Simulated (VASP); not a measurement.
Set up this calculation in VASP 6.6.1, as the native input.

| Quantity | Value |
| --- | --- |
| Task | relaxation of cell and atoms |
| Functional | PBE |
| Potentials or basis | VASP PAW PBE potentials, release 64 (W_sv, C) |
| Cutoff | 600 eV |
| k mesh | 8 × 8 × 4 |
| Occupations | gaussian, width 0.2 eV |
| Spin | no spin polarisation |
| Dipole correction | no |
| Further INCAR settings | ALGO = Normal; EDIFF = 1e-06; IBRION = 2; EDIFFG = -0.025; NSW = 80; ISIF = 3 |

The structure of WC lies in POSCAR:

```
WC
1.0
    0.0196866454     -0.0158506705      2.7496450881
    2.8658809906     -0.0141417174      0.0202102878
   -0.0244941730      5.1313161543     -0.0281844162
W C
2 2
Direct
    1.0087087775      0.5017489246      0.5050486670
   -0.0097247379      0.0102191103      0.0146898153
    0.4763525199      0.5165201797      0.1568451223
    0.5246634406      0.9715117854      0.6567497287
```

One way to write it, as run:

INCAR

```
PREC = Accurate
ENCUT = 600
EDIFF = 1E-6
ISMEAR = 0
SIGMA = 0.2
LREAL = F
LASPH = T
NELM = 60
ALGO = Normal
ISIF = 3
LWAVE = F
LCHARG = F
GGA = PE
IBRION = 2
NSW = 80
EDIFFG = -0.025
```

KPOINTS

```
regular mesh
0
Gamma
  8 8 4
```

Potentials or basis: VASP PAW PBE potentials, release 64 (W_sv, C).

Launch:

```sh
$ cat potpaw_PBE.64/W_sv/POTCAR potpaw_PBE.64/C/POTCAR > POTCAR
$ mpirun -np 1 vasp_std > vasp.out
```

It gave:

```json
{"Relaxed volume": "10.55 Å³/atom", "Relaxed cell": "a = 2.846 Å, b = 2.926 Å, c = 5.068 Å, α = 89.99°, β = 90.00°, γ = 90.00°", "Space group after relaxing (to 0.05 Å)": "P-6m2 (No. 187)", "Energy gained by relaxing": "160.6 meV/atom", "Ionic steps": "14", "Pressure after relaxing": "0.0 GPa", "Largest force after relaxing": "0.022 eV/Å", "Band gap on the k mesh": "zero (band 18 reaches 11.53 eV, above the bottom of band 19 at 10.67 eV)"}
```

Caveat: spin-orbit coupling is left out, which moves the levels of the heavy elements.

Run time: 5.5 min on 1 thread of Intel(R) Xeon(R) 6975P-C (Granite Rapids), with other jobs on the host, peak memory 0.27 GiB.
